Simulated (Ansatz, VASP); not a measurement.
**AlN: VASP beside Ansatz**

Contents of INCAR:

```
SYSTEM = AlN
PREC = Accurate
ENCUT = 520
EDIFF = 1E-7
ISMEAR = 0
SIGMA = 0.05
LREAL = .False.
LASPH = .True.
NELM = 100
ALGO = Normal
ISIF = 2
LWAVE = .False.
LCHARG = .False.
IBRION = 2
NSW = 50
EDIFFG = -0.01
```

The input KPOINTS:

```
Automatic mesh
0
Gamma
  9 9 6
  0 0 0
```

The input POSCAR:

```
AlN
1.0
    3.1813000000      0.0000000000      0.0000000000
   -1.5906500000      2.7550866171      0.0000000000
    0.0000000000      0.0000000000      4.9435842660
Al N
2 2
Direct
    0.3333333333      0.6666666667      0.0015210172
    0.6666666667      0.3333333333      0.5015210172
    0.3333333333      0.6666666667      0.3834789828
    0.6666666667      0.3333333333      0.8834789828
```

Input for Ansatz:

```yaml
crystal:
  lattice:
    - [3.1813, 0.0, 0.0]
    - [-1.59065, 2.7550866171, 0.0]
    - [0.0, 0.0, 4.943584266]
  atoms:
    - { symbol: Al, position: [0.3333333333, 0.6666666667, 0.0015210172] }
    - { symbol: Al, position: [0.6666666667, 0.3333333333, 0.5015210172] }
    - { symbol: "N", position: [0.3333333333, 0.6666666667, 0.3834789828] }
    - { symbol: "N", position: [0.6666666667, 0.3333333333, 0.8834789828] }
basis:
  ecutwfc: 520.0
kpoints:
  mp_grid: { grid: [9, 9, 6] }
hamiltonian:
  xc: lda
  pseudopotentials: { kind: paw, azcp: { folder: soft_1 } }
scf:
  occupations: { method: gaussian, width: 0.05 }
output:
  forces: true
  stress: true
  eigenvalues: true
relax:
  adjacent_minimum: "off"
  f_tol: 0.01
  max_steps: 30
```

Alike in both runs: task relaxation of the atoms; functional LDA; k mesh 9 × 9 × 6; occupations gaussian, width 0.05 eV; no spin polarisation.

|  | VASP | Ansatz |
| --- | --- | --- |
| version | VASP 6.6.1 | Ansatz 0.2.0 |
| potentials or method | VASP PAW LDA potentials, release 64 (Al, N), cutoff 520 eV | scalar-relativistic, plane waves, PAW |
| valence electrons in the cell | 16 | 16 |

Ansatz gave:

```
gap on the k mesh at the Fermi level, each at its own relaxed structure (eV) : 3.75
```

**Question.** Which values does VASP return?

**Answer.** gap on the k mesh at the Fermi level, each at its own relaxed structure (eV): 3.76.

Ansatz warns that its potentials were made for another functional, while VASP's fit it. LDA's correlation is that of Perdew and Zunger in VASP and of Perdew and Wang (1992) in Ansatz. Ansatz's warnings: stress scf threshold loose.
